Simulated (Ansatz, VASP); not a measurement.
## Ag: VASP beside Ansatz

```xyz
1
Lattice="-0.0383 1.9618 1.9262 2.0516 -0.0709 1.9588 2.0645 2.0073 -0.0838" Properties=species:S:1:pos:R:3 pbc="T T T"
Ag    0.0000    0.0000    0.0000
```

Change from the starting cell: cell sheared at random, sigma 0.03, atoms nudged by 0.01 Å; relaxed back.

Alike in both runs: functional PBEsol; k mesh 14 × 14 × 14; occupations gaussian, width 0.15 eV; no spin polarisation.

Ansatz relaxed the structure, and its values are those at the end. VASP's run is a single point on that final structure, the one shown.

```csv
,VASP,Ansatz
version,VASP 6.6.1,Ansatz 0.2.0
potentials or method,"VASP PAW PBE potentials, release 64 (Ag), cutoff 520 eV","scalar-relativistic, plane waves, PAW"
valence electrons in the cell,11,19
```

```csv
,VASP,Ansatz,Ansatz less VASP
gap on the k mesh at the Fermi level (eV),none,none,-
pressure (GPa),0.5,0.7,+0.21
```

VASP's potentials were made for PBE, not for PBEsol. A gap of «none» marks a metal or a gap that the smearing closes. The functional is the same, so the differences come from potentials, cutoffs and numerics. VASP's potentials hold 11 valence electrons a cell and Ansatz's 19, so a difference there can come from the potentials and not from the codes. Ansatz's warnings: stress scf threshold loose.
